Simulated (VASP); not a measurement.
Write the native input for VASP 6.6.1 that does the following.

| Property | Result |
| --- | --- |
| Task | relaxation of the atoms |
| Functional | PBE |
| Potentials or basis | VASP PAW PBE potentials, release 64 (Sn_d, Se) |
| Cutoff | 450 eV |
| k mesh | 13 × 13 × 13 |
| Occupations | fermi-dirac, width 0.02 eV |
| Spin | no spin polarisation |
| Dipole correction | no |
| Further INCAR settings | ALGO = Normal; EDIFF = 1e-07; IBRION = 2; EDIFFG = -0.02; NSW = 80 |

The structure of SnSe lies in POSCAR:

```
SnSe
1.0
    0.0000000000      3.0299343558      3.0299343558
    3.0299343558      0.0000000000      3.0299343558
    3.0299343558      3.0299343558      0.0000000000
Sn Se
1 1
Direct
    0.0000000000      0.0000000000      0.0000000000
    0.5000000000      0.5000000000      0.5000000000
```

These files were run (other wordings do the same):

INCAR

```
PREC = Accurate
ENCUT = 450
EDIFF = 1E-7
ISMEAR = -1
SIGMA = 0.02
LREAL = F
LASPH = T
NELM = 120
ALGO = Normal
ISIF = 2
LWAVE = F
LCHARG = F
GGA = PE
IBRION = 2
NSW = 80
EDIFFG = -0.02
GGA_COMPAT = F
NELMIN = 4
```

KPOINTS

```
regular mesh
0
Gamma
  13 13 13
```

Potentials or basis: VASP PAW PBE potentials, release 64 (Sn_d, Se).

Launch:

```bash
$ cat potpaw_PBE.64/Sn_d/POTCAR potpaw_PBE.64/Se/POTCAR > POTCAR
$ mpirun -np 1 vasp_std > vasp.out
```

It gave:

```
Pressure after relaxing : 0.1 GPa
```

Caveat: the relaxation stopped at its first step, so nothing moved.

Run time: 90 s on 1 thread of Intel Xeon 8259CL, with other jobs on the host, peak memory 0.21 GiB.
